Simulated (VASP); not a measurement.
A run of VASP 6.6.1:

Contents of INCAR:

```
ALGO     = Normal         # electronic algorithm
EDIFF    = 1E-6           # SCF threshold, eV
ENCUT    = 520            # plane-wave cutoff, eV
GGA      = PE             # functional
ISIF     = 2              # what is computed and relaxed
ISMEAR   = 0              # smearing method
LASPH    = True           # aspherical terms in the spheres
LCHARG   = True           # write CHGCAR
LELF     = True           # ELF
LREAL    = False          # projectors in reciprocal space
LVHAR    = True         
LWAVE    = False          # write WAVECAR
NBANDS   = 34             # bands
NELM     = 60             # most SCF steps
PREC     = Accurate       # precision mode
SIGMA    = 0.01           # smearing width, eV
```

Contents of KPOINTS:

```
k-points
0
Gamma
  6 6 4
```

File POSCAR:

```
SiO2
1.0
    5.1053795040      0.0000000000      0.0000000000
   -2.5526897520      4.4213883464      0.0000000000
    0.0000000000      0.0000000000      5.5850507656
Si O
3 6
Direct
    0.0000000000      0.5000000000      0.6666666667
    0.5000000000      0.5000000000      0.3333333333
    0.5000000000      0.0000000000      0.0000000000
    0.7919802214      0.5839604427      0.5000000000
    0.2080197786      0.7919802214      0.8333333333
    0.5839604427      0.7919802214      0.1666666667
    0.2080197786      0.4160395573      0.5000000000
    0.7919802214      0.2080197786      0.8333333333
    0.4160395573      0.2080197786      0.1666666667
```

Potentials or basis: VASP PAW PBE potentials, release 64 (Si, O).

Command:

```bash
$ cat potpaw_PBE.64/Si/POTCAR potpaw_PBE.64/O/POTCAR > POTCAR
$ mpirun -np 1 vasp_std > vasp.out
```

Hardware: 1 thread of Intel(R) Xeon(R) 6975P-C (Granite Rapids) (shared host).

Estimate the wall time of this run.

Wall time 37 s on 1 thread of Intel(R) Xeon(R) 6975P-C (Granite Rapids) (shared host), peak memory 0.26 GiB. Counts: scf iterations 14, k points 21.
